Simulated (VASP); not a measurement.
# CuSi16 (a cell with a defect) in VASP: further runs, part 2 of 2

VASP 6.6.1. Earlier steps stand in the parts before.

### Step 3. Single point, PBE

Contents of INCAR:

```
SYSTEM = CuSi16
  PREC = Accurate
  ENCUT = 520
  EDIFF = 1E-7
  ISMEAR = 0
  SIGMA = 0.05
  LREAL = Auto
  LASPH = .TRUE.
  NELM = 80
  ALGO = Normal
  ISIF = 2
  LWAVE = .FALSE.
  LCHARG = .FALSE.
  GGA = PE
  NELECT = 74.0
  NBANDS = 52
```

Contents of KPOINTS:

```
Automatic mesh
0
G
  2 2 2
  0 0 0
```

Contents of POSCAR:

```
CuSi16
1.0
    0.0000000000      5.4300000000      5.4300000000
    5.4300000000      0.0000000000      5.4300000000
    5.4300000000      5.4300000000      0.0000000000
Si Cu
16 1
Direct
   -0.0125203759     -0.0002895751      0.0000641244
    0.0855989464      0.1391094489      0.1394623322
   -0.0078822606     -0.0017769275      0.5132306907
    0.1273998191      0.1227323210      0.6275819071
   -0.0078714124      0.5128721185     -0.0014121975
    0.1272852099      0.6272217982      0.1232350067
    0.0154592278      0.4953034738      0.4958122032
    0.1289044828      0.6256292039      0.6259841979
    0.4572889285      0.0097224769      0.0099532958
    0.6131596247      0.1172810666      0.1177161652
    0.4994600372     -0.0083362126      0.5015616524
    0.6182286006      0.1220201424      0.6420585320
    0.4993582913      0.5012120811     -0.0078475055
    0.6182268056      0.6418107713      0.1223344036
    0.5014539251      0.5049128953      0.5051777992
    0.6443201880      0.6203621258      0.6208508512
    0.6604153619      0.2769208314      0.2771942817
```

Potentials or basis: VASP PAW PBE potentials, release 64 (Si, Cu).

Launch:

```console
cat potpaw_PBE.64/Si/POTCAR potpaw_PBE.64/Cu/POTCAR > POTCAR
mpirun -np 1 vasp_std > vasp.out
```

OUTCAR:

```text
SYSTEM = CuSi16
   PREC = Accurate
   ENCUT = 520
   EDIFF = 1E-7
   ISMEAR = 0
   LREAL = Auto
   LASPH = .TRUE.
   NELM = 80
   ISIF = 2
   GGA = PE
   NELECT = 74.0

 ion  position               nearest neighbor table
   1  0.987  1.000  0.000-   4 2.34   6 2.34  10 2.35   2 2.37
   2  0.086  0.139  0.139-   9 2.33   5 2.35   3 2.35   1 2.37  17 2.67
   3  0.992  0.998  0.513-   8 2.34  12 2.34   4 2.35   2 2.35
   4  0.127  0.123  0.628-  11 2.33   7 2.34   1 2.34   3 2.35
   5  0.992  0.513  0.999-   8 2.34  14 2.34   6 2.35   2 2.35
   6  0.127  0.627  0.123-  13 2.33   7 2.34   1 2.34   5 2.35
   7  0.015  0.495  0.496-  16 2.33   4 2.34   6 2.34   8 2.35
   8  0.129  0.626  0.626-  15 2.34   3 2.34   5 2.34   7 2.35
   9  0.457  0.010  0.010-  12 2.32  14 2.32   2 2.33  10 2.34
  10  0.613  0.117  0.118-   9 2.34   1 2.35  17 2.35  11 2.41  13 2.41
  11  0.499  0.992  0.502-  16 2.33   4 2.33  10 2.41  12 2.44  17 2.47
  12  0.618  0.122  0.642-   9 2.32   3 2.34  17 2.35  15 2.40  11 2.44
  13  0.499  0.501  0.992-  16 2.33   6 2.33  10 2.41  14 2.44  17 2.47
  14  0.618  0.642  0.122-   9 2.32   5 2.34  17 2.35  15 2.40  13 2.44
[... 209 lines left out ...]
  band No.  band energies     occupation
      1      -5.8946      2.00000
      2      -3.5307      2.00000
      3      -3.5130      2.00000
      4      -3.4886      2.00000
      5      -3.4668      2.00000
      6      -2.0088      2.00000
[... 405 lines left out ...]
     48      10.4704      0.00000
     49      10.4855      0.00000
 [bands above 49 left out]

------------------------ aborting loop because EDIFF is reached ----------------------------------------

  FORCE on cell =-STRESS in cart. coord.  units (eV):
  Direction    XX          YY          ZZ          XY          YZ          ZX
  --------------------------------------------------------------------------------------
  -------------------------------------------------------------------------------------
  Total       -1.9402533     -1.3386855     -1.3488009     -0.0863348     -0.7249685     -0.0901091
  in kB       -9.7082184     -6.6982241     -6.7488371     -0.4319834     -3.6274402     -0.4508683
  external PRESSURE =      -7.7184265 kB  Pullay stress =       0.0000000 kB

 VOLUME and BASIS-vectors are now :
 -----------------------------------------------------------------------------
  energy-cutoff  :      520.00
  volume of cell :      320.21
      direct lattice vectors                 reciprocal lattice vectors
     0.000000000  5.430000000  5.430000000    -0.092081031  0.092081031  0.092081031
     5.430000000  0.000000000  5.430000000     0.092081031 -0.092081031  0.092081031
     5.430000000  5.430000000  0.000000000     0.092081031  0.092081031 -0.092081031

 POSITION                                       TOTAL-FORCE (eV/Angst)
 -----------------------------------------------------------------------------------
      5.42878      5.36236     10.79044        -0.000648      0.000180     -0.001016
      1.51264      1.22208      1.22017        -0.004044      0.003688      0.003159
      8.20719      8.17404     10.80755        -0.002977      0.001518      0.000661
      4.07421      4.09955      1.35822         0.002990      0.002535      0.000113
      8.20723     10.80959      8.17215        -0.001619     -0.000944      0.002073
      4.07498      1.36032      4.09697         0.001615      0.002948      0.002363
[... 9 lines left out ...]
      6.73979      6.86988      6.86722         0.004747     -0.001466     -0.003128
      3.00885      5.09122      5.08974        -0.007906      0.007832      0.007880
 -----------------------------------------------------------------------------------
    total drift:                               -0.009725      0.004907      0.007034

  FREE ENERGIE OF THE ION-ELECTRON SYSTEM (eV)
  ---------------------------------------------------
  free  energy   TOTEN  =       -94.2229365387 eV

  energy  without entropy=      -94.2219021134  energy(sigma->0) =      -94.22241933
```

stdout:

```text
POSCAR found type information on POSCAR SiCu
 POSCAR found :  2 types and      17 ions
 scaLAPACK will be used
 LDA part: xc-table for (Slater+PW92), standard interpolation
 POSCAR, INCAR and KPOINTS ok, starting setup
 FFT: planning ... GRIDC
 FFT: planning ... GRID_SOFT
 FFT: planning ... GRID
 WAVECAR not read
 entering main loop
 the old and the new charge density differ
 old charge density:    75.00000 new   74.00000
    0.225E+01
```

It took 15 min on 1 thread of Intel Xeon 8259CL, shared host; peak memory 0.5 GiB.

Results:

```
Free energy   : -94.2229 eV
Largest force : 0.014 eV/Å
```

Forces in eV/Å, atoms in the order of the input:
```
Si  -0.001  0.000 -0.001
Si  -0.004  0.004  0.003
Si  -0.003  0.002  0.001
Si   0.003  0.003  0.000
Si  -0.002 -0.001  0.002
Si   0.002  0.003  0.002
Si   0.001 -0.006 -0.003
Si   0.000  0.001  0.000
Si  -0.005  0.005  0.004
Si   0.002 -0.005 -0.003
Si  -0.002  0.002 -0.005
Si   0.005 -0.001 -0.006
Si  -0.003 -0.007  0.002
Si   0.004 -0.006 -0.001
Si   0.005  0.001  0.000
Si   0.005 -0.001 -0.003
Cu  -0.008  0.008  0.008
```

Caveat: the k points lie up to 0.50 Å⁻¹ apart; the cell carries a net charge on a neutralising background, which shifts energy and pressure; the cell is charged against a uniform background, so pressure and absolute levels hang on convention.

### Step 4. Single point, PBE

Contents of INCAR:

```
SYSTEM = CuSi16
PREC = Accurate
ENCUT = 520
EDIFF = 1E-7
ISMEAR = 0
SIGMA = 0.05
LREAL = Auto
LASPH = .True.
NELM = 60
ALGO = Normal
ISIF = 2
LWAVE = .False.
LCHARG = .False.
GGA = PE
NELECT = 74.0
NBANDS = 52
```

Contents of KPOINTS:

```
regular mesh
0
Gamma
  2 2 2
  0 0 0
```

Contents of POSCAR:

```
CuSi16
1.0
    0.0000000000      5.4300000000      5.4300000000
    5.4300000000      0.0000000000      5.4300000000
    5.4300000000      5.4300000000      0.0000000000
Si Cu
16 1
Direct
    0.0011788214     -0.0029633517      0.0036935543
    0.1323049724      0.1241171271      0.1175370166
    0.0018847145     -0.0163589319      0.5078812155
    0.1261331492      0.1117965009      0.6293869245
    0.0073377532      0.5075727440     -0.0277598527
    0.1241895028      0.6246871087      0.1127198895
   -0.0148455801      0.4854203499      0.4901332413
    0.1155355433      0.6160747698      0.6007195212
    0.5036106814      0.0036987109      0.0113935543
    0.6286301105      0.1291702578      0.1321137201
    0.4987130755     -0.0009598527      0.5061489871
    0.6194211786      0.1199845304      0.6371049724
    0.4966583794      0.5016128913      0.0036394107
    0.6237661142      0.6325329650      0.1176966851
    0.4833305709      0.5022471455      0.5079364641
    0.6114571823      0.6265938306      0.6293494475
    0.8485941989      0.3487019337      0.3391050645
```

Launch:

```console
cat potpaw_PBE.64/Si/POTCAR potpaw_PBE.64/Cu/POTCAR > POTCAR
mpirun -np 1 vasp_std > vasp.out
```

Wall time 15 min (1 thread of Intel Xeon 8259CL, shared host); peak memory 0.5 GiB.

The run converged. Its results:

```yaml
Free_energy: -94.2227 eV
Largest_force: 0.024 eV/Å
```

Forces on the atoms (eV/Å):
```
Si   0.002 -0.009  0.006
Si  -0.011  0.017 -0.007
Si  -0.011 -0.009  0.010
Si   0.004  0.008 -0.007
Si  -0.007 -0.009  0.010
Si  -0.001  0.006 -0.006
Si  -0.002 -0.006  0.015
Si   0.007  0.019 -0.013
Si  -0.002 -0.011  0.011
Si  -0.005  0.002 -0.010
Si   0.000 -0.007  0.009
Si   0.004  0.011 -0.018
Si  -0.003 -0.002  0.005
Si   0.009 -0.008 -0.009
Si  -0.002 -0.019  0.005
Si   0.004  0.010 -0.007
Cu   0.013  0.006  0.007
```

Levels at points of the mesh, in eV from the Fermi level:
| k point | band 34 | band 35 | band 36 | band 37 | band 38 | band 39 | band 40 | band 41 |
| --- | --- | --- | --- | --- | --- | --- | --- | --- |
| (0.00, 0.00, 0.00) | -1.01 | -0.64 | -0.20 | -0.08 | 0.08 | 0.40 | 0.58 | 0.61 |
| (0.50, 0.00, 0.00) | -0.94 | -0.91 | -0.84 | -0.74 | 0.55 | 1.12 | 1.25 | 1.31 |
| (0.00, 0.50, 0.00) | -0.94 | -0.90 | -0.84 | -0.74 | 0.55 | 1.12 | 1.25 | 1.31 |
| (0.00, 0.00, 0.50) | -0.94 | -0.89 | -0.87 | -0.81 | 0.49 | 1.15 | 1.24 | 1.31 |
| (0.50, 0.50, 0.50) | -0.91 | -0.89 | -0.66 | -0.51 | 0.52 | 1.00 | 1.33 | 1.37 |
| (0.50, 0.50, 0.00) | -1.51 | -1.51 | -1.42 | -1.12 | 0.67 | 0.98 | 1.95 | 2.04 |
| (0.00, 0.50, 0.50) | -1.54 | -1.46 | -1.43 | -1.08 | 0.65 | 0.99 | 1.94 | 2.06 |
| (0.50, 0.00, 0.50) | -1.54 | -1.46 | -1.43 | -1.08 | 0.65 | 0.99 | 1.94 | 2.06 |

Caveat: the k points lie up to 0.50 Å⁻¹ apart; the cell carries a net charge on a neutralising background, which shifts energy and pressure; the cell is charged against a uniform background, so pressure and absolute levels hang on convention.

### Step 5. Single point, PBE

Contents of INCAR:

```
SYSTEM = CuSi16
ALGO     = Normal         ! electronic algorithm
EDIFF    = 1E-7           ! SCF threshold, eV
ENCUT    = 520            ! plane-wave cutoff, eV
GGA      = PE             ! functional
ISIF     = 2              ! what is computed and relaxed
ISMEAR   = 0              ! smearing method
LASPH    = .True.         ! aspherical terms in the spheres
LCHARG   = .False.        ! write CHGCAR
LREAL    = Auto         
LWAVE    = .False.        ! write WAVECAR
NBANDS   = 52             ! bands
NELECT   = 74.0         
NELM     = 80             ! most SCF steps
PREC     = Accurate       ! precision mode
SIGMA    = 0.05           ! smearing width, eV
```

Contents of KPOINTS:

```
k-points
0
Gamma
  2 2 2
  0 0 0
```

Contents of POSCAR:

```
CuSi16
1.0
    0.0000000000      5.4300000000      5.4300000000
    5.4300000000      0.0000000000      5.4300000000
    5.4300000000      5.4300000000      0.0000000000
Si Cu
16 1
Direct
    0.0046697053     -0.0016656538     -0.0013991713
    0.1338682320      0.1194046961      0.1198417127
    0.0023763352     -0.0219511050      0.5099474217
    0.1239071823      0.1138837937      0.6254252302
    0.0022771639      0.5096615101     -0.0215561694
    0.1239002762      0.6251234807      0.1141999079
   -0.0175222836      0.4871408840      0.4874215470
    0.1125525783      0.6079488950      0.6084113260
    0.5030061694      0.0130395028      0.0131820442
    0.6323464088      0.1339937385      0.1343257827
    0.4957750460     -0.0001297422      0.5080599448
    0.6180447514      0.1156453039      0.6417738490
    0.4957760589      0.5077598527      0.0001355433
    0.6179353591      0.6415620626      0.1159528545
    0.4801474217      0.5053312155      0.5055059853
    0.6103070902      0.6265488950      0.6268426335
    0.8285970534      0.3294281768      0.3297556169
```

Launch:

```console
cat potpaw_PBE.64/Si/POTCAR potpaw_PBE.64/Cu/POTCAR > POTCAR
mpirun -np 1 vasp_std > vasp.out
```

It took 15 min on 1 thread of Intel Xeon 8259CL, shared host; peak memory 0.5 GiB.

It converged, with:

| Property | Result |
| --- | --- |
| Free energy | -94.1993 eV |
| Largest force | 0.109 eV/Å |

Forces in eV/Å, atoms in the order of the input:
```
Si   0.004 -0.003 -0.003
Si  -0.005  0.002  0.002
Si  -0.014 -0.004 -0.007
Si  -0.002  0.002 -0.007
Si  -0.013 -0.006 -0.004
Si  -0.001 -0.007  0.002
Si  -0.006 -0.001 -0.001
Si   0.004 -0.002 -0.002
Si  -0.015 -0.010 -0.011
Si  -0.008 -0.015 -0.014
Si  -0.005  0.001 -0.002
Si   0.005 -0.004 -0.002
Si  -0.004 -0.002  0.001
Si   0.004 -0.001 -0.004
Si  -0.002 -0.011 -0.010
Si  -0.002 -0.004 -0.004
Cu   0.061  0.064  0.064
```

Levels at points of the mesh, in eV from the Fermi level:
| k point | band 33 | band 34 | band 35 | band 36 | band 37 | band 38 | band 39 | band 40 | band 41 | band 42 |
| --- | --- | --- | --- | --- | --- | --- | --- | --- | --- | --- |
| (0.00, 0.00, 0.00) | -1.18 | -1.13 | -0.58 | -0.22 | -0.06 | 0.06 | 0.18 | 0.54 | 0.56 | 0.71 |
| (0.50, 0.00, 0.00) | -2.05 | -1.06 | -0.95 | -0.94 | -0.74 | 0.60 | 1.05 | 1.13 | 1.28 | 1.40 |
| (0.00, 0.50, 0.00) | -2.05 | -1.05 | -0.98 | -0.94 | -0.79 | 0.57 | 1.05 | 1.12 | 1.26 | 1.38 |
| (0.00, 0.00, 0.50) | -2.05 | -1.05 | -0.98 | -0.94 | -0.79 | 0.57 | 1.05 | 1.12 | 1.26 | 1.38 |
| (0.50, 0.50, 0.50) | -2.19 | -0.95 | -0.93 | -0.63 | -0.50 | 0.53 | 0.96 | 1.38 | 1.40 | 1.55 |
| (0.50, 0.50, 0.00) | -1.87 | -1.61 | -1.53 | -1.47 | -1.20 | 0.67 | 0.86 | 1.87 | 2.04 | 2.17 |
| (0.00, 0.50, 0.50) | -1.86 | -1.60 | -1.55 | -1.48 | -1.16 | 0.66 | 0.86 | 1.86 | 2.05 | 2.17 |
| (0.50, 0.00, 0.50) | -1.87 | -1.61 | -1.53 | -1.47 | -1.20 | 0.67 | 0.86 | 1.87 | 2.04 | 2.17 |

Caveat: the k points lie up to 0.50 Å⁻¹ apart; the cell carries a net charge on a neutralising background, which shifts energy and pressure; the cell is charged against a uniform background, so pressure and absolute levels hang on convention.
